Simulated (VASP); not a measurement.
A run of VASP 6.6.1 is set up as follows.

The input INCAR:

```
PREC = Accurate
ENCUT = 520
EDIFF = 1E-6
ISMEAR = 0
SIGMA = 0.01
LREAL = F
LASPH = T
NELM = 60
ALGO = Normal
ISIF = 2
LWAVE = F
LCHARG = F
GGA = PS
NBANDS = 19
```

Contents of KPOINTS:

```
regular mesh
0
Gamma
  8 8 8
```

File POSCAR:

```
TiO2
1.0
    1.4973300000      0.8644800000      6.9815400000
   -1.4973300000      0.8644800000      6.9815400000
    0.0000000000     -1.7289700000      6.9815400000
Ti O
1 2
Direct
    0.0000000000      0.0000000000      0.0000000000
    0.6204700000      0.6204700000      0.6204700000
    0.3795300000      0.3795300000      0.3795300000
```

Potentials or basis: VASP PAW PBE potentials, release 64 (Ti_sv, O).

Command:

```bash
$ cat potpaw_PBE.64/Ti_sv/POTCAR potpaw_PBE.64/O/POTCAR > POTCAR
$ mpirun -np 1 vasp_std > vasp.out
```

Q: Predict the band gap on the k mesh.

A: 2.66 eV (least direct gap 2.83 eV).

Q: Predict the pressure.

A: -3.9 GPa.

Stress tensor (GPa, compression positive):
```
-4.62  0.00  0.00
 0.00 -4.62  0.00
 0.00  0.00 -2.34
```

Caveat: the cell stands under tension; the PAW data sets were made with another functional, which shifts forces and pressure a little. A k mesh can miss the band edges.
